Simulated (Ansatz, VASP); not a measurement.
# La in VASP and in Ansatz

```
La
1.0
     3.75000    0.00000    0.00000
    -1.87500    3.24760    0.00000
     0.00000    0.00000    6.07000
La
2
Cartesian
  1.8750 1.0825 4.5525
  0.0000 2.1651 1.5175
```

Alike in both runs: functional revPBE; k mesh 8 × 8 × 5; occupations fermi-dirac, width 0.05 eV; no spin polarisation.

|  | VASP | Ansatz |
| --- | --- | --- |
| version | VASP 6.6.1 | Ansatz 0.2.0 |
| potentials or method | VASP PAW PBE potentials, release 64 (La), cutoff 520 eV | all-electron LAPW, scalar-relativistic |
| task | single point | band structure |

```csv
,VASP,Ansatz,Ansatz less VASP
gap on the k mesh at the Fermi level (eV),none,none,-
pressure (GPa),1.7,1.7,-0.03
"traceless stress, the component that is largest in VASP (GPa)",-0.26,-0.26,-0.003
```

VASP's potentials were made for PBE, not for revPBE. A gap of «none» marks a metal or a gap that the smearing closes. Ansatz ran all-electron here, and VASP with PAW potentials.

Spin-orbit coupling is off throughout.
